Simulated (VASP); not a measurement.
# Zr2O (Pn-3m) in VASP: single point with PBEsol

Aim: the single point of Zr2O with PBEsol.

Program: VASP 6.6.1. These are calculated values, not measurements. Logs are shortened: lines on timing, memory, paths and dates and some standing lists are left out, and cuts for length are marked.

### Step 1. The cell of the first run

Symmetry: Pn-3m, No. 224, cubic system. The conventional cell has a = 4.800 Å, b = 4.800 Å, c = 4.800 Å, α = 90.00°, β = 90.00°, γ = 90.00°. Within 2.8 Å of Zr (site symmetry -3m) lie 2 O at 2.08 Å. O (site symmetry -43m) has 4 Zr at 2.08 Å within 2.8 Å.

### Step 2. Single point, PBEsol

Contents of INCAR:

```
ALGO = Normal ; EDIFF = 1E-7
ENCUT = 520 ; GGA = PS
ISIF = 2 ; ISMEAR = 0
LASPH = True ; LCHARG = False
LREAL = False ; LWAVE = False
NBANDS = 39 ; NELM = 80
PREC = Accurate ; SIGMA = 0.1
```

Contents of KPOINTS:

```
k-points
0
Gamma
  8 8 8
```

Contents of POSCAR:

```
Zr2O
1.0
    4.8002882070      0.0000000000      0.0000000000
    0.0000000000      4.8002882070      0.0000000000
    0.0000000000      0.0000000000      4.8002882070
Zr O
4 2
Direct
    0.2500000000      0.2500000000      0.7500000000
    0.7500000000      0.2500000000      0.2500000000
    0.2500000000      0.7500000000      0.2500000000
    0.7500000000      0.7500000000      0.7500000000
    0.0000000000      0.0000000000      0.0000000000
    0.5000000000      0.5000000000      0.5000000000
```

Potentials or basis: VASP PAW PBE potentials, release 64 (Zr_sv, O).

Started as:

```
$ cat potpaw_PBE.64/Zr_sv/POTCAR potpaw_PBE.64/O/POTCAR > POTCAR
$ mpirun -np 1 vasp_std > vasp.out
```

OUTCAR:

```text
EDIFF = 1E-7
   ENCUT = 520
   GGA = PS
   ISIF = 2
   ISMEAR = 0
   LASPH = True
   LREAL = False
   NELM = 80
   PREC = Accurate

 ion  position               nearest neighbor table
   1  0.250  0.250  0.750-   5 2.08   6 2.08   4 3.39   2 3.39   3 3.39   2 3.39   3 3.39   3 3.39
                             4 3.39   3 3.39   2 3.39   4 3.39   2 3.39   4 3.39
   2  0.750  0.250  0.250-   5 2.08   6 2.08   4 3.39   1 3.39   3 3.39   1 3.39   4 3.39   3 3.39
                             4 3.39   4 3.39   1 3.39   3 3.39   1 3.39   3 3.39
   3  0.250  0.750  0.250-   5 2.08   6 2.08   4 3.39   1 3.39   2 3.39   1 3.39   4 3.39   1 3.39
                             2 3.39   1 3.39   2 3.39   4 3.39   4 3.39   2 3.39
   4  0.750  0.750  0.750-   5 2.08   6 2.08   3 3.39   1 3.39   2 3.39   2 3.39   3 3.39   1 3.39
                             2 3.39   2 3.39   1 3.39   3 3.39   3 3.39   1 3.39
   5  0.000  0.000  0.000-   1 2.08   2 2.08   3 2.08   4 2.08
   6  0.500  0.500  0.500-   1 2.08   2 2.08   3 2.08   4 2.08

  LATTYP: Found a simple cubic cell.
 ALAT       =     4.8002882070

  Lattice vectors:

 A1 = (   4.8002882070,   0.0000000000,   0.0000000000)
 A2 = (   0.0000000000,   4.8002882070,   0.0000000000)
 A3 = (   0.0000000000,   0.0000000000,   4.8002882070)

Analysis of symmetry for initial positions (statically):
=====================================================================
 Subroutine PRICEL returns:
 Original cell was already a primitive cell.

 Routine SETGRP: Setting up the symmetry group for a
 simple cubic supercell.

 Subroutine GETGRP returns: Found 48 space group operations
 (whereof 24 operations were pure point group operations)
 out of a pool of 48 trial point group operations.

The static configuration has the point symmetry T_d .
 The point group associated with its full space group is O_h .

Analysis of symmetry for dynamics (positions and initial velocities):
=====================================================================
 Subroutine PRICEL returns:
 Original cell was already a primitive cell.

 Routine SETGRP: Setting up the symmetry group for a
 simple cubic supercell.

 Subroutine GETGRP returns: Found 48 space group operations
 (whereof 24 operations were pure point group operations)
 out of a pool of 48 trial point group operations.

The dynamic configuration has the point symmetry T_d .
 The point group associated with its full space group is O_h .

 Subroutine INISYM returns: Found 48 space group operations
 (whereof 24 operations are pure point group operations),
 and found     1 'primitive' translations

----------------------------------------------------------------------------------------

                                     Primitive cell

  volume of cell :     110.6119

  direct lattice vectors                    reciprocal lattice vectors
     4.800288207  0.000000000  0.000000000     0.208320825  0.000000000  0.000000000
     0.000000000  4.800288207  0.000000000     0.000000000  0.208320825  0.000000000
     0.000000000  0.000000000  4.800288207     0.000000000  0.000000000  0.208320825

  length of vectors
     4.800288207  4.800288207  4.800288207     0.208320825  0.208320825  0.208320825

  position of ions in fractional coordinates (direct lattice)
     0.250000000  0.250000000  0.750000000
     0.750000000  0.250000000  0.250000000
     0.250000000  0.750000000  0.250000000
     0.750000000  0.750000000  0.750000000
     0.000000000  0.000000000  0.000000000
     0.500000000  0.500000000  0.500000000

  ion indices of the primitive-cell ions
   primitive index   ion index
                 1           1
                 2           2
                 3           3
                 4           4
                 5           5
                 6           6

----------------------------------------------------------------------------------------

 KPOINTS: k-points

Automatic generation of k-mesh.
 Grid dimensions read from file:
 generate k-points for:    8    8    8

 Generating k-lattice:

  Cartesian coordinates                     Fractional coordinates (reciprocal lattice)
     0.026040103  0.000000000  0.000000000     0.125000000  0.000000000  0.000000000
     0.000000000  0.026040103  0.000000000     0.000000000  0.125000000  0.000000000
     0.000000000  0.000000000  0.026040103     0.000000000  0.000000000  0.125000000

  Length of vectors
     0.026040103  0.026040103  0.026040103

  Shift w.r.t. Gamma in fractional coordinates (k-lattice)
     0.000000000  0.000000000  0.000000000

 Subroutine IBZKPT returns following result:
 ===========================================

 Found     35 irreducible k-points:

 Following reciprocal coordinates:
            Coordinates               Weight
  0.000000  0.000000  0.000000      1.000000
  0.125000  0.000000  0.000000      6.000000
  0.250000  0.000000  0.000000      6.000000
  0.375000  0.000000  0.000000      6.000000
  0.500000  0.000000  0.000000      3.000000
  0.125000  0.125000  0.000000     12.000000
[... 16 lines left out ...]
  0.375000  0.375000  0.125000     24.000000
  0.500000  0.375000  0.125000     24.000000
 [... further k-points ...]
   k-points           NKPTS =     35   k-points in BZ     NKDIM =     35   number of bands    NBANDS=     39
   number of dos      NEDOS =    301   number of ions     NIONS =      6
   total plane-waves  NPLWV =  46656
   dimension x,y,z NGX =    36 NGY =   36 NGZ =   36
   dimension x,y,z NGXF=    72 NGYF=   72 NGZF=   72
   ions per type =               4   2
   NGX,Y,Z   is equivalent  to a cutoff of  12.47, 12.47, 12.47 a.u.
   NGXF,Y,Z  is equivalent  to a cutoff of  24.94, 24.94, 24.94 a.u.
 SYSTEM =  unknown system
   PREC   = accura    normal or accurate (medium, high low for compatibility)
   ISTART =      0    job   : 0-new  1-cont  2-samecut
   ICHARG =      2    charge: 1-file 2-atom 10-const
   ISPIN  =      1    spin polarized calculation?
   LNONCOLLINEAR =      F non collinear calculations
   LSORBIT =      F    spin-orbit coupling
   LASPH  =      T    aspherical Exc in radial PAW
   ENCUT  =  520.0 eV  38.22 Ry    6.18 a.u.   8.93  8.93  8.93*2*pi/ulx,y,z
   NELM   =     80;   NELMIN=  2; NELMDL= -5     # of ELM steps
   EDIFF  = 0.1E-06   stopping-criterion for ELM
   LREAL  =      F    real-space projection
   EDIFFG = 0.1E-05   stopping-criterion for IOM
   NSW    =      0    number of steps for IOM
   IBRION =     -1    ionic relax: 0-MD 1-quasi-New 2-CG
   NFREE  =      0    steps in history (QN), initial steepest desc. (CG)
   ISIF   =      2    stress and relaxation
   ISYM   =      2    0-nonsym 1-usesym 2-fastsym
   POTIM  = 0.5000    time-step for ionic-motion
   TEBEG  =    0.0;   TEEND  =   0.0 temperature during run
   PSTRESS=    0.0 pullay stress
   NELECT =      60.0000    total number of electrons
   NUPDOWN=      -1.0000    fix difference up-down
   EMIN   =  10.00;   EMAX   =-10.00  energy-range for DOS
   EFERMI =   0.00;   METHOD = LEGACY
   ISMEAR =     0;   SIGMA  =   0.10  broadening in eV -4-tet -1-fermi 0-gaus
   EFERMI_NEDOS =   21; number of points for ismear=-14 and -15
   IALGO  =     38    algorithm
   IMIX   =      4    mixing-type and parameters
     AMIX     =   0.40;   BMIX     =  1.00
     AMIX_MAG =   1.60;   BMIX_MAG =  1.00
  volume/ion in A,a.u.               =      18.44       124.41
  Fermi-wavevector in a.u.,A,eV,Ry     =   1.335133  2.523036 24.253483  1.782581
  Thomas-Fermi vector in A             =   2.463861
   LORBIT       =      0    0 simple, 1 ext, 2 COOP (PROOUT), +10 PAW based schemes
   GGA     = PS    functional components
   LHFCALC =     F    Hartree Fock is set to
   AEXX    =    0.0000 exact exchange contribution
   IVDW    =     0    specifies the selected vdW correction
   LEPSILON=     F    determine dielectric tensor
   LRPA    =     F    only Hartree local field effects (RPA)
 non-spin polarized calculation
 Gauss-broadening in eV      SIGMA  =   0.10
  energy-cutoff  :      520.00
  volume of cell :      110.61
 maximum number of plane-waves:      3016
 NGX is ok and might be reduce to    36
   NGX = 17   NGY = 17   NGZ = 17

 number of electron      59.9999987 magnetization

 Free energy of the ion-electron system (eV)
  ---------------------------------------------------
  ext. energy  EPLUGINS =         0.00000000
  ---------------------------------------------------
  free energy    TOTEN  =       -56.57497731 eV

  energy without entropy =      -56.52806788  energy(sigma->0) =      -56.55152260

 E-fermi :   8.3139     XC(G=0): -11.0959

 val. band max:        8.2861892719   @ k =   0.3750   0.3750   0.0000
 cond. band min:       8.3146406332   @ k =   0.3750   0.3750   0.1250
 fundamental gap:      0.0284513613
 Fermi energy:         8.3139333747

 k-point     1 :       0.0000    0.0000    0.0000
  band No.  band energies     occupation
      1     -40.7662      2.00000
      2     -40.6565      2.00000
      3     -40.6565      2.00000
      4     -40.6565      2.00000
      5     -20.1849      2.00000
      6     -18.9976      2.00000
[... 31 lines left out ...]
     38      12.2364      0.00000
     39      12.2364      0.00000

 k-point     2 :       0.1250    0.0000    0.0000
  band No.  band energies     occupation
      1     -40.7620      2.00000
      2     -40.6607      2.00000
      3     -40.6565      2.00000
      4     -40.6565      2.00000
      5     -20.1470      2.00000
      6     -19.0508      2.00000
[... 31 lines left out ...]
     38      12.0442      0.00000
     39      12.0463      0.00000

 k-point     3 :       0.2500    0.0000    0.0000
  band No.  band energies     occupation
      1     -40.7502      2.00000
      2     -40.6727      2.00000
      3     -40.6564      2.00000
      4     -40.6564      2.00000
      5     -20.0365      2.00000
      6     -19.1996      2.00000
[... 31 lines left out ...]
     38      11.3944      0.00000
     39      11.3944      0.00000

 k-point     4 :       0.3750    0.0000    0.0000
  band No.  band energies     occupation
      1     -40.7325      2.00000
      2     -40.6905      2.00000
      3     -40.6564      2.00000
      4     -40.6564      2.00000
      5     -19.8635      2.00000
      6     -19.4121      2.00000
[... 31 lines left out ...]
     38      11.1831      0.00000
     39      11.1831      0.00000
[... 754 lines left out ...]
     38      10.9765      0.00000
     39      11.4977      0.00000

 k-point    23 :       0.3750    0.3750    0.1250
  band No.  band energies     occupation
      1     -40.7081      2.00000
      2     -40.6840      2.00000
      3     -40.6756      2.00000
      4     -40.6676      2.00000
      5     -19.8661      2.00000
      6     -19.4407      2.00000
[... 31 lines left out ...]
     38      11.1995      0.00000
     39      11.2168      0.00000

 k-point    24 :       0.5000    0.3750    0.1250
  band No.  band energies     occupation
      1     -40.6972      2.00000
      2     -40.6922      2.00000
      3     -40.6739      2.00000
      4     -40.6720      2.00000
      5     -19.8680      2.00000
      6     -19.4458      2.00000
[... 31 lines left out ...]
     38      11.0629      0.00000
     39      11.3620      0.00000

 [... further k-points ...]
[... 5 lines left out ...]
  --------------------------------------------------------------------------------------
  -------------------------------------------------------------------------------------
  Total        0.1703858      0.1703858      0.1703858     -0.0000000     -0.0000000      0.0000000
  in kB        2.4679826      2.4679826      2.4679826     -0.0000000     -0.0000000      0.0000000
  external PRESSURE =       2.4679826 kB  Pullay stress =       0.0000000 kB

 VOLUME and BASIS-vectors are now :
 -----------------------------------------------------------------------------
  energy-cutoff  :      520.00
  volume of cell :      110.61
      direct lattice vectors                 reciprocal lattice vectors
     4.800288207  0.000000000  0.000000000     0.208320825  0.000000000  0.000000000
     0.000000000  4.800288207  0.000000000     0.000000000  0.208320825  0.000000000
     0.000000000  0.000000000  4.800288207     0.000000000  0.000000000  0.208320825

 POSITION                                       TOTAL-FORCE (eV/Angst)
 -----------------------------------------------------------------------------------
      1.20007      1.20007      3.60022         0.000000     -0.000000      0.000000
      3.60022      1.20007      1.20007         0.000000      0.000000      0.000000
      1.20007      3.60022      1.20007        -0.000000     -0.000000     -0.000000
      3.60022      3.60022      3.60022        -0.000000      0.000000      0.000000
      0.00000      0.00000      0.00000        -0.000000      0.000000     -0.000000
      2.40014      2.40014      2.40014        -0.000000      0.000000     -0.000000
 -----------------------------------------------------------------------------------
    total drift:                                0.000000     -0.000000      0.000000

  FREE ENERGIE OF THE ION-ELECTRON SYSTEM (eV)
  ---------------------------------------------------
  free  energy   TOTEN  =       -56.5749773128 eV

  energy  without entropy=      -56.5280678773  energy(sigma->0) =      -56.55152260
```

Wall time 1.8 min (1 thread of AMD EPYC 7R13 (Zen 3), shared host); peak memory 0.24 GiB.

What came out:

```yaml
Free_energy: -56.5750 eV
Pressure: 0.2 GPa
Band_gap_on_the_k_mesh: zero (band 30 reaches 8.90 eV, above the bottom of band 31 at 8.14 eV)
```

Caveat: the PAW data sets were made with another functional, which shifts forces and pressure a little.
